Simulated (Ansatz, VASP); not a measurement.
## Two plane-wave programs on CaMg

INCAR

```
PREC = Accurate
ENCUT = 520
EDIFF = 1E-6
ISMEAR = 0
SIGMA = 0.15
LREAL = False
LASPH = True
NELM = 60
ALGO = Fast
ISIF = 2
LWAVE = False
LCHARG = False
NBANDS = 13
```

KPOINTS

```
Automatic mesh
0
Gamma
  14 14 14
```

Contents of POSCAR:

```
CaMg
1.0
    4.1490377731      0.0000000000      0.0000000000
    0.0000000000      4.1490377731      0.0000000000
    0.0000000000      0.0000000000      3.8702224348
Ca Mg
1 1
Direct
    0.0000000000      0.0000000000      0.0000000000
    0.5000000000      0.5000000000      0.5000000000
```

Input for Ansatz:

```yaml
crystal:
  lattice:
    - [4.1490377731, 0.0, 0.0]
    - [0.0, 4.1490377731, 0.0]
    - [0.0, 0.0, 3.8702224348]
  atoms:
    - { symbol: Ca, position: [0.0, 0.0, 0.0] }
    - { symbol: Mg, position: [0.5, 0.5, 0.5] }
basis:
  ecutwfc: 520.0
kpoints:
  mp_grid: { grid: [14, 14, 14] }
hamiltonian:
  xc: lda
scf:
  occupations: { method: gaussian, width: 0.15 }
output:
  forces: true
  stress: true
  eigenvalues: true
  write_density: true
  write_potential: true
  elf: true
  volumetric_format: npy
```

Alike in both runs: task single point; functional LDA; k mesh 14 × 14 × 14; occupations gaussian, width 0.15 eV; no spin polarisation.

```csv
,VASP,Ansatz
version,VASP 6.6.1,Ansatz 0.2.0
potentials or method,"VASP PAW LDA potentials, release 64 (Ca_sv, Mg), cutoff 520 eV","scalar-relativistic, plane waves, PAW"
valence electrons in the cell,12,20
```

VASP gave:

- gap on the k mesh at the Fermi level (eV): none
- pressure (GPa): -3.4
- traceless stress, the component that is largest in VASP (GPa): 0.61

What did Ansatz give for the same quantities?

gap on the k mesh at the Fermi level (eV): none; pressure (GPa): -3.2; traceless stress, the component that is largest in VASP (GPa): 0.60.

LDA's correlation is that of Perdew and Zunger in VASP and of Perdew and Wang (1992) in Ansatz. A gap of «none» marks a metal or a gap that the smearing closes. VASP's potentials hold 12 valence electrons a cell and Ansatz's 20, so a difference there can come from the potentials and not from the codes.
